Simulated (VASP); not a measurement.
Runs of VASP 6.6.1 on KCl. The structure is that of space group Pm-3m (No. 221), or close to it. The cells are those of the table. 

```csv
cell,gap on the mesh (eV),pressure (GPa)
"a = 3.743 Å, 2 atoms",4.94,0.0
"a = 3.839, b = 3.839, c = 3.647 Å, 2 atoms",4.62,-0.5
"a = 3.647, b = 3.647, c = 3.743 Å, 2 atoms",(c),1.2
"a = 3.839, b = 3.839, c = 4.031 Å, 2 atoms",(a),-2.0
"a = 3.647 Å, 2 atoms",(d),2.0
"a = 3.935 Å, 2 atoms",4.35,-2.3
"a = 3.935, b = 3.935, c = 4.031 Å, 2 atoms",4.23,-2.5
"a = 3.743, b = 3.743, c = 3.647 Å, 2 atoms",(b),0.6
"a = 3.743, b = 3.743, c = 3.839 Å, 2 atoms",4.78,-0.6
"a = 3.839, b = 3.839, c = 3.935 Å, 2 atoms",4.48,-1.8
"a = 3.647, b = 3.647, c = 3.839 Å, 2 atoms",4.92,0.6
"a = 3.935, b = 3.935, c = 3.743 Å, 2 atoms",4.35,-1.7
```

Alike in all rows: task single point; level PBEsol; potentials or basis VASP PAW PBE potentials, release 64 (K_sv, Cl); no spin polarisation; k mesh 6 × 6 × 6; cutoff (eV) 520; smearing gaussian 0.05 eV.

Estimate the missing entries.

(a) 4.34; (b) 4.96; (c) 5.12; (d) 5.31.

Caveats: the PAW data sets were made with another functional, which shifts forces and pressure a little.

A k mesh can miss the band edges.
